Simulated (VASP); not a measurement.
# Zn in VASP: notebook

Runs on Zn. Level: PBEsol. Tasks: single point.

Everything below comes from runs of VASP 6.6.1. Logs are shortened: lines on timing, memory, paths and dates and some standing lists are left out, and cuts for length are marked.

**1. The cell of the first run**

The structure is cubic, space group Im-3m (No. 229). The conventional cell has a = 3.138 Å, b = 3.138 Å, c = 3.138 Å, α = 90.00°, β = 90.00°, γ = 90.00°. Zn (site symmetry m-3m) has 14 Zn at 2.72 to 3.14 Å within 3.6 Å.

**2. Single point, PBEsol**

The input, INCAR:

```
SYSTEM = Zn
PREC = Accurate
ENCUT = 520
EDIFF = 1E-6
ISMEAR = -1
SIGMA = 0.05
LREAL = .FALSE.
LASPH = .TRUE.
NELM = 100
ALGO = Normal
ISIF = 2
LWAVE = .FALSE.
LCHARG = .FALSE.
GGA = PS
NBANDS = 12
```

The input, KPOINTS:

```
regular mesh
0
G
  10 10 10
  0 0 0
```

The input, POSCAR:

```
Zn
1.0
   -1.5690370000      1.5690370000      1.5690370000
    1.5690370000     -1.5690370000      1.5690370000
    1.5690370000      1.5690370000     -1.5690370000
Zn
1
Direct
    0.0000000000      0.0000000000      0.0000000000
```

Potentials or basis: VASP PAW PBE potentials, release 64 (Zn).

Started as:

```sh
$ cat potpaw_PBE.64/Zn/POTCAR > POTCAR
$ mpirun -np 1 vasp_std > vasp.out
```

OUTCAR:

```text
SYSTEM = Zn
   PREC = Accurate
   ENCUT = 520
   EDIFF = 1E-6
   ISMEAR = -1
   LREAL = .FALSE.
   LASPH = .TRUE.
   NELM = 100
   ISIF = 2
   GGA = PS

 ion  position               nearest neighbor table
   1  0.000  0.000  0.000-

  LATTYP: Found a body centered cubic cell.
 ALAT       =     3.1380740000

  Lattice vectors:

 A1 = (  -1.5690370000,   1.5690370000,   1.5690370000)
 A2 = (   1.5690370000,  -1.5690370000,   1.5690370000)
 A3 = (   1.5690370000,   1.5690370000,  -1.5690370000)

Analysis of symmetry for initial positions (statically):
=====================================================================
 Subroutine PRICEL returns:
 Original cell was already a primitive cell.

 Routine SETGRP: Setting up the symmetry group for a
 body centered cubic supercell.

 Subroutine GETGRP returns: Found 48 space group operations
 (whereof 48 operations were pure point group operations)
 out of a pool of 48 trial point group operations.

The static configuration has the point symmetry O_h .

Analysis of symmetry for dynamics (positions and initial velocities):
=====================================================================
 Subroutine PRICEL returns:
 Original cell was already a primitive cell.

 Routine SETGRP: Setting up the symmetry group for a
 body centered cubic supercell.

 Subroutine GETGRP returns: Found 48 space group operations
 (whereof 48 operations were pure point group operations)
 out of a pool of 48 trial point group operations.

The dynamic configuration has the point symmetry O_h .

 Subroutine INISYM returns: Found 48 space group operations
 (whereof 48 operations are pure point group operations),
 and found     1 'primitive' translations

----------------------------------------------------------------------------------------

                                     Primitive cell

  volume of cell :      15.4511

  direct lattice vectors                    reciprocal lattice vectors
    -1.569037000  1.569037000  1.569037000     0.000000000  0.318666800  0.318666800
     1.569037000 -1.569037000  1.569037000     0.318666800  0.000000000  0.318666800
     1.569037000  1.569037000 -1.569037000     0.318666800  0.318666800  0.000000000

  length of vectors
     2.717651803  2.717651803  2.717651803     0.450662911  0.450662911  0.450662911

  position of ions in fractional coordinates (direct lattice)
     0.000000000  0.000000000  0.000000000

  ion indices of the primitive-cell ions
   primitive index   ion index
                 1           1

----------------------------------------------------------------------------------------

 KPOINTS: regular mesh

Automatic generation of k-mesh.
 Grid dimensions read from file:
 generate k-points for:   10   10   10

 Generating k-lattice:

  Cartesian coordinates                     Fractional coordinates (reciprocal lattice)
     0.000000000  0.031866680  0.031866680     0.100000000  0.000000000  0.000000000
     0.031866680  0.000000000  0.031866680     0.000000000  0.100000000  0.000000000
     0.031866680  0.031866680  0.000000000     0.000000000  0.000000000  0.100000000

  Length of vectors
     0.045066291  0.045066291  0.045066291

  Shift w.r.t. Gamma in fractional coordinates (k-lattice)
     0.000000000  0.000000000  0.000000000

 Subroutine IBZKPT returns following result:
 ===========================================

 Found     47 irreducible k-points:

 Following reciprocal coordinates:
            Coordinates               Weight
  0.000000  0.000000  0.000000      1.000000
  0.100000  0.000000  0.000000     12.000000
  0.200000  0.000000  0.000000     12.000000
  0.300000  0.000000  0.000000     12.000000
  0.400000  0.000000  0.000000     12.000000
  0.500000  0.000000  0.000000      6.000000
[... 16 lines left out ...]
  0.300000  0.300000  0.100000      8.000000
 -0.300000  0.300000  0.100000     24.000000
 [... further k-points ...]
   k-points           NKPTS =     47   k-points in BZ     NKDIM =     47   number of bands    NBANDS=     12
   number of dos      NEDOS =    301   number of ions     NIONS =      1
   total plane-waves  NPLWV =   8000
   dimension x,y,z NGX =    20 NGY =   20 NGZ =   20
   dimension x,y,z NGXF=    40 NGYF=   40 NGZF=   40
   ions per type =               1
   NGX,Y,Z   is equivalent  to a cutoff of  12.23, 12.23, 12.23 a.u.
   NGXF,Y,Z  is equivalent  to a cutoff of  24.47, 24.47, 24.47 a.u.
 SYSTEM =  Zn
   PREC   = accura    normal or accurate (medium, high low for compatibility)
   ISTART =      0    job   : 0-new  1-cont  2-samecut
   ICHARG =      2    charge: 1-file 2-atom 10-const
   ISPIN  =      1    spin polarized calculation?
   LNONCOLLINEAR =      F non collinear calculations
   LSORBIT =      F    spin-orbit coupling
   LASPH  =      T    aspherical Exc in radial PAW
   ENCUT  =  520.0 eV  38.22 Ry    6.18 a.u.   5.05  5.05  5.05*2*pi/ulx,y,z
   NELM   =    100;   NELMIN=  2; NELMDL= -5     # of ELM steps
   EDIFF  = 0.1E-05   stopping-criterion for ELM
   LREAL  =      F    real-space projection
   EDIFFG = 0.1E-04   stopping-criterion for IOM
   NSW    =      0    number of steps for IOM
   IBRION =     -1    ionic relax: 0-MD 1-quasi-New 2-CG
   NFREE  =      0    steps in history (QN), initial steepest desc. (CG)
   ISIF   =      2    stress and relaxation
   ISYM   =      2    0-nonsym 1-usesym 2-fastsym
   POTIM  = 0.5000    time-step for ionic-motion
   TEBEG  =    0.0;   TEEND  =   0.0 temperature during run
   PSTRESS=    0.0 pullay stress
   NELECT =      12.0000    total number of electrons
   NUPDOWN=      -1.0000    fix difference up-down
   EMIN   =  10.00;   EMAX   =-10.00  energy-range for DOS
   EFERMI =   0.00;   METHOD = LEGACY
   ISMEAR =    -1;   SIGMA  =   0.05  broadening in eV -4-tet -1-fermi 0-gaus
   EFERMI_NEDOS =   21; number of points for ismear=-14 and -15
   IALGO  =     38    algorithm
   IMIX   =      4    mixing-type and parameters
     AMIX     =   0.40;   BMIX     =  1.00
     AMIX_MAG =   1.60;   BMIX_MAG =  1.00
  volume/ion in A,a.u.               =      15.45       104.27
  Fermi-wavevector in a.u.,A,eV,Ry     =   1.504811  2.843681 30.809811  2.264457
  Thomas-Fermi vector in A             =   2.615742
   LORBIT       =      0    0 simple, 1 ext, 2 COOP (PROOUT), +10 PAW based schemes
   GGA     = PS    functional components
   LHFCALC =     F    Hartree Fock is set to
   AEXX    =    0.0000 exact exchange contribution
   IVDW    =     0    specifies the selected vdW correction
   LEPSILON=     F    determine dielectric tensor
   LRPA    =     F    only Hartree local field effects (RPA)
 non-spin polarized calculation
  energy-cutoff  :      520.00
  volume of cell :       15.45
 maximum number of plane-waves:       429
   NGX = 11   NGY = 11   NGZ = 11

 number of electron      12.0000023 magnetization

 Free energy of the ion-electron system (eV)
  ---------------------------------------------------
  ext. energy  EPLUGINS =         0.00000000
  ---------------------------------------------------
  free energy    TOTEN  =        -1.48450254 eV

  energy without entropy =       -1.48072856  energy(sigma->0) =       -1.48261555

 E-fermi :   3.1109     XC(G=0): -11.6302

 val. band max:        3.0956801454   @ k =  -0.4000   0.4000   0.4000
 cond. band min:       3.1676637446   @ k =   0.4000   0.1000   0.0000
 fundamental gap:      0.0719835992
 Fermi energy:         3.1109360752

 k-point     1 :       0.0000    0.0000    0.0000
  band No.  band energies     occupation
      1      -7.4351      2.00000
      2      -4.8032      2.00000
      3      -4.8032      2.00000
      4      -4.8032      2.00000
      5      -4.3014      2.00000
      6      -4.3014      2.00000
      7      21.8451      0.00000
      8      21.8451      0.00000
      9      21.8451      0.00000
     10      23.6373      0.00000
     11      23.6373      0.00000
     12      23.6373      0.00000

 k-point     2 :       0.1000    0.0000    0.0000
  band No.  band energies     occupation
      1      -7.1217      2.00000
      2      -4.8323      2.00000
      3      -4.7958      2.00000
      4      -4.7301      2.00000
      5      -4.3273      2.00000
      6      -4.2996      2.00000
      7      18.2672      0.00000
      8      20.0293      0.00000
      9      20.5938      0.00000
     10      21.9564      0.00000
     11      22.0808      0.00000
     12      23.4383      0.00000

 k-point     3 :       0.2000    0.0000    0.0000
  band No.  band energies     occupation
      1      -6.2534      2.00000
      2      -4.9080      2.00000
      3      -4.7286      2.00000
      4      -4.5327      2.00000
      5      -4.3662      2.00000
      6      -4.2936      2.00000
      7      13.2866      0.00000
      8      17.6637      0.00000
      9      18.5434      0.00000
     10      20.2671      0.00000
     11      20.9888      0.00000
     12      24.3901      0.00000

 k-point     4 :       0.3000    0.0000    0.0000
  band No.  band energies     occupation
      1      -5.4924      2.00000
      2      -5.0009      2.00000
      3      -4.3674      2.00000
      4      -4.2837      2.00000
      5      -4.2760      2.00000
      6      -3.9655      2.00000
      7       8.7148      0.00000
      8      15.7825      0.00000
      9      16.9194      0.00000
     10      19.0851      0.00000
     11      20.1975      0.00000
     12      26.0974      0.00000

 k-point     5 :       0.4000    0.0000    0.0000
  band No.  band energies     occupation
      1      -5.4274      2.00000
      2      -5.0756      2.00000
      3      -4.3417      2.00000
      4      -4.2738      2.00000
      5      -4.0566      2.00000
      6      -1.9037      2.00000
      7       4.6957      0.00000
      8      14.5747      0.00000
      9      15.9064      0.00000
     10      18.3933      0.00000
     11      19.7457      0.00000
     12      28.4007      0.00000

 k-point     6 :       0.5000    0.0000    0.0000
  band No.  band energies     occupation
      1      -5.4494      2.00000
      2      -5.1040      2.00000
      3      -4.3285      2.00000
      4      -4.2694      2.00000
      5      -3.9697      2.00000
      6       0.2577      2.00000
      7       1.9150      2.00000
      8      14.1568      0.00000
      9      15.5629      0.00000
     10      18.1661      0.00000
     11      19.6014      0.00000
     12      30.4866      0.00000

 k-point     7 :       0.1000    0.1000    0.0000
  band No.  band energies     occupation
      1      -6.5225      2.00000
      2      -4.8570      2.00000
      3      -4.8273      2.00000
      4      -4.5637      2.00000
      5      -4.3679      2.00000
      6      -4.2855      2.00000
      7      15.7783      0.00000
      8      16.0610      0.00000
      9      18.5475      0.00000
     10      22.0158      0.00000
     11      22.3483      0.00000
     12      24.1043      0.00000

 k-point     8 :       0.2000    0.1000    0.0000
  band No.  band energies     occupation
      1      -5.5989      2.00000
      2      -4.9351      2.00000
      3      -4.7303      2.00000
      4      -4.3932      2.00000
      5      -4.2975      2.00000
      6      -4.1057      2.00000
      7      11.1385      0.00000
      8      14.0496      0.00000
      9      16.7314      0.00000
     10      20.9179      0.00000
     11      22.8493      0.00000
     12      24.2468      0.00000
[... 166 lines left out ...]
 k-point    20 :       0.2000    0.2000    0.1000
  band No.  band energies     occupation
      1      -5.1066      2.00000
      2      -4.9862      2.00000
      3      -4.6875      2.00000
      4      -4.3130      2.00000
      5      -4.2696      2.00000
      6      -1.3377      2.00000
      7       7.7665      0.00000
      8       8.2623      0.00000
      9      11.0871      0.00000
     10      26.2588      0.00000
     11      26.8427      0.00000
     12      28.9183      0.00000

 k-point    21 :       0.3000    0.2000    0.1000
  band No.  band energies     occupation
      1      -5.1406      2.00000
      2      -4.9994      2.00000
      3      -4.5799      2.00000
      4      -4.2922      2.00000
      5      -4.2570      2.00000
      6       1.1449      2.00000
      7       4.3180      0.00000
      8       7.3758      0.00000
      9      10.4592      0.00000
     10      26.0532      0.00000
     11      28.6521      0.00000
     12      29.3762      0.00000

 k-point    22 :      -0.2000    0.2000    0.1000
  band No.  band energies     occupation
      1      -5.9766      2.00000
      2      -4.8373      2.00000
      3      -4.7321      2.00000
      4      -4.5481      2.00000
      5      -4.4658      2.00000
      6      -4.1873      2.00000
      7      13.5414      0.00000
      8      15.8617      0.00000
      9      17.1225      0.00000
     10      19.4769      0.00000
     11      22.5614      0.00000
     12      23.6248      0.00000

 k-point    23 :       0.3000    0.3000    0.1000
  band No.  band energies     occupation
      1      -5.1342      2.00000
      2      -4.7948      2.00000
      3      -4.7948      2.00000
      4      -4.2682      2.00000
      5      -4.2682      2.00000
      6       3.9579      0.00000
      7       3.9579      0.00000
      8       4.0472      0.00000
      9      10.1509      0.00000
     10      28.3027      0.00000
     11      28.3027      0.00000
     12      29.5107      0.00000

 k-point    24 :      -0.3000    0.3000    0.1000
  band No.  band energies     occupation
      1      -5.3359      2.00000
      2      -4.9220      2.00000
      3      -4.5426      2.00000
      4      -4.4045      2.00000
      5      -4.2889      2.00000
      6      -3.5613      2.00000
      7       8.9965      0.00000
      8      14.1291      0.00000
      9      15.6958      0.00000
     10      20.4420      0.00000
     11      21.2402      0.00000
     12      23.3249      0.00000

 [... further k-points ...]
[... 5 lines left out ...]
  --------------------------------------------------------------------------------------
  -------------------------------------------------------------------------------------
  Total       -0.4620445     -0.4620445     -0.4620445      0.0000000     -0.0000000     -0.0000000
  in kB      -47.9109564    -47.9109564    -47.9109564      0.0000000     -0.0000000     -0.0000000
  external PRESSURE =     -47.9109564 kB  Pullay stress =       0.0000000 kB

 VOLUME and BASIS-vectors are now :
 -----------------------------------------------------------------------------
  energy-cutoff  :      520.00
  volume of cell :       15.45
      direct lattice vectors                 reciprocal lattice vectors
    -1.569037000  1.569037000  1.569037000     0.000000000  0.318666800  0.318666800
     1.569037000 -1.569037000  1.569037000     0.318666800  0.000000000  0.318666800
     1.569037000  1.569037000 -1.569037000     0.318666800  0.318666800  0.000000000

 POSITION                                       TOTAL-FORCE (eV/Angst)
 -----------------------------------------------------------------------------------
      0.00000      0.00000      0.00000        -0.000000     -0.000000      0.000000
 -----------------------------------------------------------------------------------
    total drift:                                0.000000     -0.000000      0.000000

  FREE ENERGIE OF THE ION-ELECTRON SYSTEM (eV)
  ---------------------------------------------------
  free  energy   TOTEN  =        -1.4845025429 eV

  energy  without entropy=       -1.4807285569  energy(sigma->0) =       -1.48261555
```

Run time: 8.3 s. Hardware: 1 thread of AMD EPYC 7R13, shared host; peak memory 0.09 GiB.

What came out:

| Item | Value |
| --- | --- |
| Free energy | -1.4845 eV |
| Pressure | -4.8 GPa |
| Band gap on the k mesh | zero (band 6 reaches 7.08 eV, above the bottom of band 7 at 1.92 eV) |

Levels at points of the mesh, in eV from the Fermi level:
```csv
k point,band 3,band 4,band 5,band 6,band 7,band 8,band 9,band 10
"(0.00, 0.00, 0.00)",-7.91,-7.91,-7.41,-7.41,18.73,18.73,18.73,20.53
"(0.50, 0.00, 0.00)",-7.44,-7.38,-7.08,-2.85,-1.20,11.05,12.45,15.06
"(0.50, 0.50, 0.50)",-7.16,-7.16,-7.16,3.96,3.96,3.96,7.23,8.35
```

Caveat: the PAW data sets were made with another functional, which shifts forces and pressure a little.

[end of part 1 of 2]
